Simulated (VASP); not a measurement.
# SiGeW3 (Pm-3m) in VASP: notebook, part 2 of 2

VASP 6.6.1. Earlier steps stand in the parts before.

## (5) Relaxation of cell and atoms, PBE

File INCAR:

```
  PREC = Accurate
  ENCUT = 600
  EDIFF = 1E-6
  ISMEAR = 0
  SIGMA = 0.1
  LREAL = F
  LASPH = T
  NELM = 60
  ALGO = Normal
  ISIF = 3
  LWAVE = F
  LCHARG = F
  GGA = PE
  IBRION = 2
  NSW = 90
  EDIFFG = -0.04
```

File KPOINTS:

```
regular mesh
0
Gamma
  4 4 4
```

File POSCAR:

```
SiGeW3
1.0
    4.2761563600      0.0000000000      0.0000000000
    0.0000000000      4.2761563600      0.0000000000
    0.0000000000      0.0000000000      4.2761563600
Si Ge W
1 1 3
Direct
    0.5000000000      0.5000000000      0.5000000000
    0.0000000000      0.0000000000      0.0000000000
    0.0000000000      0.5000000000      0.5000000000
    0.5000000000      0.0000000000      0.5000000000
    0.5000000000      0.5000000000      0.0000000000
```

Potentials or basis: VASP PAW PBE potentials, release 64 (Si, Ge_d, W_sv).

Launch:

```bash
$ cat potpaw_PBE.64/Si/POTCAR potpaw_PBE.64/Ge_d/POTCAR potpaw_PBE.64/W_sv/POTCAR > POTCAR
$ mpirun -np 1 vasp_std > vasp.out
```

OUTCAR:

```text
PREC = Accurate
   ENCUT = 600
   EDIFF = 1E-6
   ISMEAR = 0
   LREAL = F
   LASPH = T
   NELM = 60
   ISIF = 3
   GGA = PE
   IBRION = 2
   NSW = 90
   EDIFFG = -0.04

 ion  position               nearest neighbor table
   1  0.500  0.500  0.500-   3 2.14   4 2.14   5 2.14   5 2.14   4 2.14   3 2.14
   2  0.000  0.000  0.000-   3 3.02   4 3.02   5 3.02   3 3.02   4 3.02   3 3.02   5 3.02   3 3.02
                             4 3.02   5 3.02   4 3.02   5 3.02
   3  0.000  0.500  0.500-   1 2.14   1 2.14   4 3.02   5 3.02   2 3.02   5 3.02   2 3.02   4 3.02
                             2 3.02   2 3.02   4 3.02   5 3.02   5 3.02   4 3.02
   4  0.500  0.000  0.500-   1 2.14   1 2.14   3 3.02   5 3.02   2 3.02   5 3.02   2 3.02   3 3.02
                             5 3.02   5 3.02   2 3.02   3 3.02   2 3.02   3 3.02
   5  0.500  0.500  0.000-   1 2.14   1 2.14   3 3.02   4 3.02   2 3.02   3 3.02   4 3.02   2 3.02
                             4 3.02   4 3.02   2 3.02   3 3.02   3 3.02   2 3.02

  LATTYP: Found a simple cubic cell.
 ALAT       =     4.2761563600

[... 180 lines left out ...]
 Fermi energy:        10.1906753662

 k-point     1 :       0.0000    0.0000    0.0000
  band No.  band energies     occupation
      1     -63.6471      2.00000
      2     -63.5935      2.00000
      3     -63.5935      2.00000
      4     -28.2707      2.00000
      5     -28.2707      2.00000
      6     -28.2707      2.00000
[... 534 lines left out ...]
--------------------------------------- Ionic step        5  -------------------------------------------

 number of electron      59.9999976 magnetization

 Free energy of the ion-electron system (eV)
  ---------------------------------------------------
  ext. energy  EPLUGINS =         0.00000000
  ---------------------------------------------------
  free energy    TOTEN  =       -41.51954806 eV

  energy without entropy =      -41.49314156  energy(sigma->0) =      -41.50634481

 E-fermi :   8.2987     XC(G=0): -11.9129

 val. band max:        8.2706368157   @ k =   0.0000   0.0000   0.0000
 cond. band min:       8.3011641666   @ k =   0.0000   0.0000   0.0000
 fundamental gap:      0.0305273509
 Fermi energy:         8.2987344522

 k-point     1 :       0.0000    0.0000    0.0000
  band No.  band energies     occupation
      1     -65.7893      2.00000
      2     -65.7642      2.00000
      3     -65.7642      2.00000
      4     -30.1628      2.00000
      5     -30.1628      2.00000
      6     -30.1628      2.00000
[... 411 lines left out ...]
  FREE ENERGIE OF THE ION-ELECTRON SYSTEM (eV)
  ---------------------------------------------------
  free  energy   TOTEN  =       -41.5195480649 eV

  energy  without entropy=      -41.4931415607  energy(sigma->0) =      -41.50634481

 reached required accuracy - stopping structural energy minimisation
```

OSZICAR:

```text
N       E                     dE             d eps       ncg     rms          rms(c)
DAV:   1     0.801241836842E+03    0.80124E+03   -0.36288E+04   836   0.334E+03
DAV:   2     0.349485985756E+02   -0.76629E+03   -0.75206E+03   744   0.864E+02
DAV:   3    -0.414002423264E+02   -0.76349E+02   -0.72914E+02   832   0.190E+02
[... 51 lines left out ...]
DAV:   3    -0.415196637486E+02    0.69192E-03   -0.20500E-03   876   0.362E-01    0.125E-01
DAV:   4    -0.415195629994E+02    0.10075E-03   -0.19736E-04   900   0.804E-02    0.529E-02
DAV:   5    -0.415195463958E+02    0.16604E-04   -0.35604E-05   828   0.389E-02    0.195E-02
DAV:   6    -0.415195480610E+02   -0.16652E-05   -0.46292E-06   652   0.159E-02    0.491E-03
DAV:   7    -0.415195480649E+02   -0.38781E-08   -0.68079E-07   380   0.806E-03
   5 F= -.41519548E+02 E0= -.41506345E+02  d E =-.119901E+01
```

Run time: 1.8 min. Hardware: 1 thread of Intel Xeon Platinum 8259CL at 2.50GHz (Skylake/Cascade Lake), shared host; peak memory 0.23 GiB.

What came out:

```yaml
Free_energy: -41.5195 eV
Relaxed_volume: 18.24 Å³/atom
Relaxed_cell: a = 4.501 Å, b = 4.501 Å, c = 4.501 Å, α = 90.00°, β = 90.00°, γ = 90.00°
Space_group_after_relaxing_to_0.05_Å: Pm-3m (No. 221)
Energy_gained_by_relaxing: 239.8 meV/atom
Ionic_steps: 5
Pressure_after_relaxing: 0.0 GPa
Band_gap_on_the_k_mesh: zero (band 30 reaches 8.37 eV, above the bottom of band 31 at 7.33 eV)
```

Step by step:
```
step  energy change (eV)  largest force (eV/Å)  pressure (GPa)  volume (Å³)
   1              0.0000                0.0000           34.10        78.19
   2              1.7490                0.0000          -23.57       122.23
   3             -1.1880                0.0000           -2.38        92.64
   4             -1.1985                0.0000           -0.50        91.48
   5             -1.1990                0.0000           -0.04        91.19
```

Final structure:
```cif
data_structure
_symmetry_space_group_name_H-M 'P 1'
_symmetry_Int_Tables_number 1
_cell_length_a 4.5010
_cell_length_b 4.5010
_cell_length_c 4.5010
_cell_angle_alpha 90.000
_cell_angle_beta 90.000
_cell_angle_gamma 90.000
_cell_volume 91.19
loop_
_atom_site_label
_atom_site_type_symbol
_atom_site_fract_x
_atom_site_fract_y
_atom_site_fract_z
_atom_site_occupancy
Si1 Si 0.50000 0.50000 0.50000 1
Ge1 Ge 0.00000 0.00000 0.00000 1
W1 W 0.00000 0.50000 0.50000 1
W2 W 0.50000 0.00000 0.50000 1
W3 W 0.50000 0.50000 0.00000 1
```

Levels at points of the mesh, in eV from the Fermi level:
| k point | band 26 | band 27 | band 28 | band 29 | band 30 | band 31 | band 32 | band 33 | band 34 | band 35 |
| --- | --- | --- | --- | --- | --- | --- | --- | --- | --- | --- |
| (0.00, 0.00, 0.00) | -2.03 | -2.03 | -0.03 | -0.03 | 0.00 | 0.41 | 0.41 | 0.41 | 1.51 | 1.51 |
| (0.50, 0.00, 0.00) | -2.98 | -1.40 | -0.67 | -0.28 | -0.06 | -0.06 | 0.03 | 0.19 | 0.59 | 3.15 |
| (0.50, 0.50, 0.00) | -1.72 | -1.72 | -0.78 | -0.78 | -0.63 | 0.27 | 0.75 | 0.81 | 1.32 | 2.38 |
| (0.50, 0.50, 0.50) | -1.03 | -1.03 | -1.03 | -0.97 | -0.97 | -0.97 | 0.56 | 1.13 | 1.13 | 2.72 |

Caveat: the k points lie up to 0.35 Å⁻¹ apart in the final cell; the volume moved by over 15 % at a fixed basis, so the end points are rough; spin-orbit coupling is left out, which moves the levels of the heavy elements.

## (6) Summary

| task | cell | k mesh | cutoff (eV) | gap on the mesh (eV) | pressure (GPa) |
| --- | --- | --- | --- | --- | --- |
| single point | a = 4.276 Å, 5 atoms | 4 × 4 × 4 | 520 | none | 34.1 |
| single point | a = 4.499 Å, 5 atoms | 4 × 4 × 4 | 520 | none | 0.2 |
| single point | a = 4.501 Å, 5 atoms | 8 × 8 × 8 | 520 | none | 0.1 |
| relaxation of cell and atoms | relaxed from a = 4.276 Å, 5 atoms | 4 × 4 × 4 | 600 | none | 0.0 |

Alike in all rows: level PBE; potentials or basis VASP PAW PBE potentials, release 64 (Si, Ge_d, W_sv); no spin polarisation; smearing gaussian 0.1 eV.

Caveats: some runs use coarse meshes; spin-orbit coupling is left out, which moves the levels of the heavy elements; the volume moved by over 15 % at a fixed basis, so the end points are rough (some runs).

Total energies depend on the potentials used, so only differences within one code and one set of settings carry meaning.
